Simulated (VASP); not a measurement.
Input of a VASP 6.6.1 run:

The input INCAR:

```
SYSTEM = Ga4As3P
PREC = Accurate ; ENCUT = 520
EDIFF = 1E-7 ; ISMEAR = 0
SIGMA = 0.1 ; LREAL = .False.
LASPH = .True. ; NELM = 100
ALGO = Normal ; ISIF = 2
LWAVE = .False. ; LCHARG = .False.
GGA = PE ; NBANDS = 46
```

Contents of KPOINTS:

```
Automatic mesh
0
Gamma
  4 4 4
  0 0 0
```

Contents of POSCAR:

```
Ga4As3P
1.0
    4.0309070173      0.0000000000      0.0000000000
    0.0000000000      4.0172570699      5.6547284602
    0.0000000000     -4.0172570699      5.6547284602
Ga P As
4 1 3
Direct
    0.0000000000      0.5072300364     -0.0029373194
    0.5000000000     -0.0045465063     -0.0045465063
    0.5000000000      0.5001663356      0.5001663356
    0.0000000000     -0.0029373194      0.5072300364
    0.0000000000      0.8750016688      0.8750016688
    0.5000000000      0.3750146381      0.8752046654
    0.0000000000      0.3748664814      0.3748664814
    0.5000000000      0.8752046654      0.3750146381
```

Potentials or basis: VASP PAW PBE potentials, release 64 (Ga_d, P, As).

Command:

```sh
$ cat potpaw_PBE.64/Ga_d/POTCAR potpaw_PBE.64/P/POTCAR potpaw_PBE.64/As/POTCAR > POTCAR
$ mpirun -np 1 vasp_std > vasp.out
```

Task: Estimate the largest force.

Result: 0.050 eV/Å.

Task: Estimate the band gap on the k mesh.

Result: 0.46 eV.

Stress tensor (GPa, compression positive):
```
0.51 0.00 0.00
0.00 0.26 0.00
0.00 0.00 0.29
```
